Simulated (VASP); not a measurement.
Write the native input for VASP 6.6.1 that does the following.

* Task: single point
* Functional: PBE
* Potentials or basis: VASP PAW PBE potentials, release 64 (Si, C)
* Cutoff: 600 eV
* k mesh: 10 × 10 × 6
* Occupations: gaussian, width 0.05 eV
* Spin: no spin polarisation
* Dipole correction: no
* Further INCAR settings: ALGO = Normal; EDIFF = 1e-06; NBANDS = 16

The structure of SiC lies in POSCAR:

```
SiC
1.0
    0.0000000000     -2.1898640950     -2.1898640950
    0.0000000000      2.1898640950     -2.1898640950
    4.3797281900      0.0000000000      0.0000000000
Si C
2 2
Direct
    0.5072214554      0.5072214554      0.5000000000
   -0.0072214554     -0.0072214554      0.0000000000
    0.9743134745      0.5256865255      0.2500000000
    0.5256865255     -0.0256865255      0.7500000000
```

This cell differs from its parent crystal: mode 7 (741.2 1/cm) frozen in, largest displacement +0.113 Å.

One way to write it, as run:

INCAR

```
PREC = Accurate
ENCUT = 600
EDIFF = 1E-6
ISMEAR = 0
SIGMA = 0.05
LREAL = False
LASPH = True
NELM = 120
ALGO = Normal
ISIF = 2
LWAVE = False
LCHARG = True
GGA = PE
LELF = True
LVHAR = True
NBANDS = 16
GGA_COMPAT = False
```

KPOINTS

```
Automatic mesh
0
Gamma
  10 10 6
```

Potentials or basis: VASP PAW PBE potentials, release 64 (Si, C).

Run with:

```console
$ cat potpaw_PBE.64/Si/POTCAR potpaw_PBE.64/C/POTCAR > POTCAR
$ mpirun -np 1 vasp_std > vasp.out
```

Results of the run:

| Item | Value |
| --- | --- |
| Pressure | 2.9 GPa |
| Largest force | 2.729 eV/Å |
| Band gap on the k mesh | 1.26 eV |

Caveat: the cell differs from its parent crystal (mode 7 (741.2 1/cm) frozen in, largest displacement +0.113 Å); forces of over 1 eV/Å act on the atoms, so gaps and moduli don't describe the material at rest.

Wall time 41 s on 1 thread of Intel(R) Xeon(R) 6975P-C (Granite Rapids), on a shared host, peak memory 0.22 GiB.
